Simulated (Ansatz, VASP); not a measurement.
## One calculation of SiC, two programs

POSCAR

```
SiC
1.0
    0.0174216866      2.1736935141      2.1736935141
    2.1736935141      0.0174216866      2.1736935141
    2.1736935141      2.1736935141      0.0174216866
Si C
1 1
Direct
    0.0003774063      0.0003774063      0.0003774063
    0.2496225937      0.2496225937      0.2496225937
```

File INCAR.step1:

```
SYSTEM = SiC
PREC = Accurate
ENCUT = 520
EDIFF = 1E-5
ISMEAR = 0
SIGMA = 0.01
LREAL = .False.
LASPH = .True.
NELM = 60
ALGO = Normal
ISIF = 2
LWAVE = .True.
LCHARG = .False.
NBANDS = 11
GGA = PE
```

File INCAR.step2:

```
SYSTEM = SiC
PREC = Accurate
ENCUT = 520
EDIFF = 1E-6
ISMEAR = 0
SIGMA = 0.01
LREAL = .False.
LASPH = .True.
NELM = 60
ALGO = Normal
ISIF = 2
LWAVE = .False.
LCHARG = .False.
GGA = PE
LHFCALC = .True.
HFSCREEN = 0.2079
PRECFOCK = Normal
NBANDS = 11
ISTART = 1
```

KPOINTS

```
Automatic mesh
0
Gamma
  8 8 8
  0 0 0
```

Input for Ansatz:

```yaml
crystal:
  lattice:
    - [0.0174216866, 2.1736935141, 2.1736935141]
    - [2.1736935141, 0.0174216866, 2.1736935141]
    - [2.1736935141, 2.1736935141, 0.0174216866]
  atoms:
    - { symbol: Si, position: [0.0003774063, 0.0003774063, 0.0003774063] }
    - { symbol: C, position: [0.2496225937, 0.2496225937, 0.2496225937] }
kpoints:
  mp_grid: { grid: [8, 8, 8] }
  band_path:
    path:
      - [0.0, 0.0, 0.0]
      - [-0.5, -0.5, 0.0]
      - [-0.375, -0.375, 0.25]
      - [-0.375, 0.0, 0.375]
      - [0.0, 0.0, 0.5]
      - [-0.5, -0.25, 0.25]
      - [0.0, 0.5, 0.5]
    npoints: 1
hamiltonian:
  xc: hse06
scf:
  occupations: { method: fixed }
  n_extra_bands: 4
output:
  forces: true
  stress: true
  eigenvalues: true
  write_density: true
  write_potential: true
  elf: true
  volumetric_format: npy
```

Change from the starting cell: epitaxial_111 strain -1.0%.

Alike in both runs: task single point; functional HSE06; k mesh 8 × 8 × 8; no spin polarisation.

```csv
,VASP,Ansatz
version,VASP 6.6.1,Ansatz 0.2.0
potentials or method,"VASP PAW PBE potentials, release 64 (Si, C)","plane waves, PAW"
plane-wave cutoff (eV),520,420
occupations,"gaussian, width 0.01 eV",fixed
valence electrons in the cell,8,8
```

```csv
,VASP,Ansatz,Ansatz less VASP
gap on the k mesh at the Fermi level (eV),2.18,2.17,-0.004
pressure (GPa),2.8,3.2,+0.42
"traceless stress, the component that is largest in VASP (GPa)",-2.16,-2.16,+0.007
```

Ansatz's warnings: stress exchange threshold loose, stress scf threshold loose.
